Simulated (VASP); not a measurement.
Runs of VASP 6.6.1 on Ge2P. The structure is that of space group P6/mmm (No. 191), or close to it. The cells are those of the table. The cell was generated, and may not be a known phase.

| task | cell | k mesh | cutoff (eV) | gap on the mesh (eV) | pressure (GPa) | relaxed volume (Å³/atom) |
| --- | --- | --- | --- | --- | --- | --- |
| single point | a = 4.560, b = 4.560, c = 3.019 Å, angles 90.0, 90.0, 120.0°, 3 atoms | 6 × 6 × 4 | 520 | none | -0.2 | - |
| single point | a = 4.752, b = 4.752, c = 2.732 Å, angles 90.0, 90.0, 120.0°, 3 atoms | 12 × 12 × 16 | 520 | none | 0.0 | - |
| single point | a = 3.855, b = 3.855, c = 4.164 Å, angles 90.0, 90.0, 120.0°, 3 atoms | 6 × 6 × 4 | 520 | none | 18.2 | - |
| relaxation of cell and atoms | relaxed from a = 4.560, b = 4.560, c = 3.019 Å, angles 90.0, 90.0, 120.0°, 3 atoms | 6 × 6 × 6 | 600 | none | -0.2 | (a) |
| relaxation of cell and atoms | relaxed from a = 3.855, b = 3.855, c = 4.164 Å, angles 90.0, 90.0, 120.0°, 3 atoms | 6 × 6 × 4 | 600 | none | 0.0 | 18.06 |
| single point | a = 4.585, b = 4.585, c = 2.954 Å, angles 90.0, 90.0, 120.0°, 3 atoms | 6 × 6 × 6 | 520 | none | 0.0 | - |
| relaxation of cell and atoms | relaxed from a = 4.585, b = 4.585, c = 2.954 Å, angles 90.0, 90.0, 120.0°, 3 atoms | 12 × 12 × 16 | 600 | - | 0.1 | 17.80 |

Alike in all rows: level PBE; potentials or basis VASP PAW PBE potentials, release 64 (Ge_d, P); no spin polarisation; smearing gaussian 0.1 eV.

Fill in the values left out.

(a) 17.99.

Caveats: some runs use coarse meshes; a cell axis changed by over 15 % at a fixed basis, so the end point is rough (at least some runs); the highest band is partly filled, so the run has too few bands (at least some runs).

A k mesh can miss the band edges, and the runs leave out spin-orbit coupling on Ge.

A gap of «none» marks levels without a gap at the run's occupations.
